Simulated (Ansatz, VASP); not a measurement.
Te: VASP beside Ansatz

```
CELL_PARAMETERS angstrom
4.42411 0.00000 0.00000
-2.21205 3.83139 0.00000
0.00000 0.00000 5.88424
ATOMIC_POSITIONS crystal
Te 0.73100 0.73100 0.00000
Te 0.00000 0.26900 0.66667
Te 0.26900 0.00000 0.33333
```

Alike in both runs: task single point; functional PBE; k mesh 7 × 7 × 5; occupations fermi-dirac, width 0.05 eV; no spin polarisation.

|  | VASP | Ansatz |
| --- | --- | --- |
| version | VASP 6.6.1 | Ansatz 0.2.0 |
| potentials or method | VASP PAW PBE potentials, release 64 (Te) | Ansatz PAW soft_1 |
| plane-wave cutoff (eV) | 520 | 420 |
| valence electrons in the cell | 18 | 48 |

Ansatz gave:

| Item | Value |
| --- | --- |
| gap on the k mesh at the Fermi level (eV) | 0.63 |
| least direct gap on the mesh (eV) | 0.81 |
| pressure (GPa) | 2.5 |
| traceless stress, the component that is largest in VASP (GPa) | 0.58 |
| rms of the force components (eV/Å) | 0.149 |

Q: What did VASP give for the same quantities?

A: gap on the k mesh at the Fermi level (eV): 0.62; least direct gap on the mesh (eV): 0.80; pressure (GPa): 2.5; traceless stress, the component that is largest in VASP (GPa): 0.60; rms of the force components (eV/Å): 0.157.

Atom by atom the forces differ by 0.007 eV/Å (rms over components). The functional is the same, so the differences come from potentials, cutoffs and numerics. VASP's potentials hold 18 valence electrons a cell and Ansatz's 48, so a difference there can come from the potentials and not from the codes.

Spin-orbit coupling is off throughout. Noted on Ansatz's run: odd divisions of the mesh miss points on the zone boundary, where band edges often lie, so the gap on the mesh can be too wide.
